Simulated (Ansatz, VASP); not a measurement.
**One calculation of PbSe, two programs**

File INCAR:

```
PREC = Accurate
ENCUT = 520
EDIFF = 1E-6
ISMEAR = 0
SIGMA = 0.05
LREAL = False
LASPH = True
NELM = 80
ALGO = Normal
ISIF = 2
LWAVE = False
LCHARG = False
GGA = PE
IVDW = 12
NBANDS = 28
```

Contents of KPOINTS:

```
regular mesh
0
Gamma
  8 8 6
```

Contents of POSCAR:

```
PbSe
1.0
    2.1548765900     -6.1339473500      0.0000000000
    2.1548765900      6.1339473500      0.0000000000
    0.0000000000      0.0000000000      4.4504935700
Pb Se
2 2
Direct
    0.6317607300      0.3682392700      0.7584260317
    0.3682392700      0.6317607300      0.2584260317
    0.8612899600      0.1387100400      0.7500000000
    0.1387100400      0.8612899600      0.2500000000
```

Input for Ansatz:

```yaml
crystal:
  lattice:
    - [2.15487659, -6.13394735, 0.0]
    - [2.15487659, 6.13394735, 0.0]
    - [0.0, 0.0, 4.45049357]
  atoms:
    - { symbol: Pb, position: [0.63176073, 0.36823927, 0.7584260317] }
    - { symbol: Pb, position: [0.36823927, 0.63176073, 0.2584260317] }
    - { symbol: Se, position: [0.86128996, 0.13871004, 0.75] }
    - { symbol: Se, position: [0.13871004, 0.86128996, 0.25] }
basis:
  ecutwfc: 420
kpoints:
  mp_grid: { grid: [8, 8, 6] }
hamiltonian:
  xc: pbe
  dispersion: d3bj
scf:
  occupations: { method: gaussian, width: 0.05 }
output:
  forces: true
  stress: true
  eigenvalues: true
```

Change from the starting cell: all Pb atoms moved +0.037 Å, as atom 1 along Cartesian [0 0 1].

Alike in both runs: task single point; functional PBE; dispersion D3(BJ); k mesh 8 × 8 × 6; occupations gaussian, width 0.05 eV; no spin polarisation.

|  | VASP | Ansatz |
| --- | --- | --- |
| version | VASP 6.6.1 | Ansatz 0.2.0 |
| potentials or method | VASP PAW PBE potentials, release 64 (Pb_d, Se), cutoff 520 eV | scalar-relativistic, plane waves, PAW |
| valence electrons in the cell | 40 | 60 |

```tsv
	VASP	Ansatz	Ansatz less VASP
gap on the k mesh at the Fermi level (eV)	1.08	1.09	+0.003
least direct gap on the mesh (eV)	1.20	1.20	-0.001
pressure (GPa)	-0.9	-0.9	-0.01
traceless stress, the component that is largest in VASP (GPa)	0.17	0.15	-0.023
rms of the force components (eV/Å)	0.068	0.064	-0.0044
```

Atom by atom the forces differ by 0.004 eV/Å (rms over components). VASP's potentials hold 40 valence electrons a cell and Ansatz's 60, so a difference there can come from the potentials and not from the codes.

Spin-orbit coupling is off throughout.
